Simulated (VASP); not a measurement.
Input of a VASP 6.6.1 run:

INCAR

```
SYSTEM = NaH
PREC = Accurate
ENCUT = 520
EDIFF = 1E-6
ISMEAR = 0
SIGMA = 0.05
LREAL = .False.
LASPH = .True.
NELM = 100
ALGO = Normal
ISIF = 2
LWAVE = .False.
LCHARG = .False.
GGA = PE
NBANDS = 11
```

The input KPOINTS:

```
regular mesh
0
Gamma
  10 10 10
  0 0 0
```

The input POSCAR:

```
NaH
1.0
    2.9551240000      0.0000000000      0.0000000000
    0.0000000000      2.9551240000      0.0000000000
    0.0000000000      0.0000000000      2.8073678000
Na H
1 1
Direct
    0.0000000000      0.0000000000      0.0000000000
    0.5000000000      0.5000000000      0.5000000000
```

Potentials or basis: VASP PAW PBE potentials, release 64 (Na_pv, H).

Launch:

```bash
$ cat potpaw_PBE.64/Na_pv/POTCAR potpaw_PBE.64/H/POTCAR > POTCAR
$ mpirun -np 1 vasp_std > vasp.out
```

**Question.** Estimate the band gap on the k mesh.

**Answer.** 0.85 eV (least direct gap 4.53 eV).

**Question.** Estimate the pressure.

**Answer.** 1.6 GPa.

Stress tensor (GPa, compression positive):
```
-0.49  0.00  0.00
 0.00 -0.49  0.00
 0.00  0.00  5.72
```

Caveat: the cell differs from its parent crystal (strain +0.000 along x and y, -0.050 along z). A k mesh can miss the band edges.
